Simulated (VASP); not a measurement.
Ba:

```
Ba
1.0
    -2.51249    2.51249    2.51249
     2.51249   -2.51249    2.51249
     2.51249    2.51249   -2.51249
Ba
1
Direct
  0.00000 0.00000 0.00000
```

Base run:

```yaml
Program: VASP 6.6.1
Functional: PBE
Potentials_or_basis: VASP PAW PBE potentials, release 64 (Ba_sv)
Cutoff: 520 eV
k_mesh: 9 × 9 × 9
Occupations: gaussian, width 0.3 eV
Spin: no spin polarisation
```

Its results: band gap on the k mesh zero (bands 5 and 6 overlap by 0.91 eV); pressure 0.1 GPa.

Problem. The run is repeated on the same cell with these changes: occupations from gaussian, width 0.3 eV to fermi-dirac, width 1 eV. What comes out?

Solution. Band gap on the k mesh zero (bands 5 and 6 overlap by 0.90 eV); pressure 1.7 GPa.

Caveats: so wide a smearing shifts energies and pressures; spin-orbit coupling is left out, which moves the levels of the heavy elements.
